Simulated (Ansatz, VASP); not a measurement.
Given: the input of a run of VASP 6.6.1 on MoS2.

Contents of INCAR:

```
  ALGO = Normal
  EDIFF = 1E-6
  EDIFFG = -0.01
  ENCUT = 600
  GGA = PE
  IBRION = 2
  ISIF = 3
  ISMEAR = -1
  LASPH = T
  LCHARG = F
  LREAL = F
  LWAVE = F
  NELM = 80
  NSW = 80
  PREC = Accurate
  SIGMA = 0.05
```

File KPOINTS:

```
k-points
0
Gamma
  8 8 2
```

File POSCAR:

```
MoS2
1.0
    3.1690000000      0.0000000000      0.0000000000
   -1.5845000000      2.7444345046      0.0000000000
    0.0000000000      0.0000000000     12.3240000000
Mo S
2 4
Direct
    0.6666666667      0.3333333333      0.7500000000
    0.3333333333      0.6666666667      0.2500000000
    0.6666666667      0.3333333333      0.3770000000
    0.3333333333      0.6666666667      0.8770000000
    0.6666666667      0.3333333333      0.1230000000
    0.3333333333      0.6666666667      0.6230000000
```

Potentials or basis: VASP PAW PBE potentials, release 64 (Mo_sv, S).

The run is started by

```sh
$ cat potpaw_PBE.64/Mo_sv/POTCAR potpaw_PBE.64/S/POTCAR > POTCAR
$ mpirun -np 1 vasp_std > vasp.out
```

Translate it to Ansatz 0.2.0. Potentials there: all-electron LAPW, scalar-relativistic.

As run (the cutoff follows the program's own potentials):

File input.yaml:

```yaml
crystal:
  lattice:
    - [3.169, 0.0, 0.0]
    - [-1.5845, 2.7444345046, 0.0]
    - [0.0, 0.0, 12.324]
  atoms:
    - { symbol: Mo, position: [0.6666666667, 0.3333333333, 0.75] }
    - { symbol: Mo, position: [0.3333333333, 0.6666666667, 0.25] }
    - { symbol: S, position: [0.6666666667, 0.3333333333, 0.377] }
    - { symbol: S, position: [0.3333333333, 0.6666666667, 0.877] }
    - { symbol: S, position: [0.6666666667, 0.3333333333, 0.123] }
    - { symbol: S, position: [0.3333333333, 0.6666666667, 0.623] }
kpoints:
  mp_grid: { grid: [8, 8, 2] }
scf:
  occupations: { method: fermi_dirac, width: 0.05 }
hamiltonian:
  xc: pbe
  pseudopotentials: { kind: all_electron, lapw: { basis_error: 0.002 } }
output:
  forces: true
  stress: true
relax:
  f_tol: 0.01
  max_steps: 60
  cell: {}
```

Potentials or basis: all-electron LAPW, scalar-relativistic.

Launch:

```console
$ ansatz run input.yaml --threads 4 --pin off --max-ram 12288MiB --backend cpu --events-out ev --progress --plain --runs-dir out
```

Both were run:

|  | VASP | Ansatz | Ansatz less VASP |
| --- | --- | --- | --- |
| gap on the k mesh at the Fermi level, each at its own relaxed structure (eV) | 1.57 | 1.61 | +0.040 |
| relaxed volume (Å³/atom) | 20.89 | 21.50 | +0.612 |
| relaxed length of the cell vector where the two differ most in proportion (Å) | 14.268 | 14.679 | +0.4106 |

Ansatz ran all-electron here, and VASP with PAW potentials.

Noted on VASP's run: the volume moved by over 15 % at a fixed basis, so the end points are rough. Noted on Ansatz's run: the volume moved by over 15 % at a fixed basis, so the end points are rough.
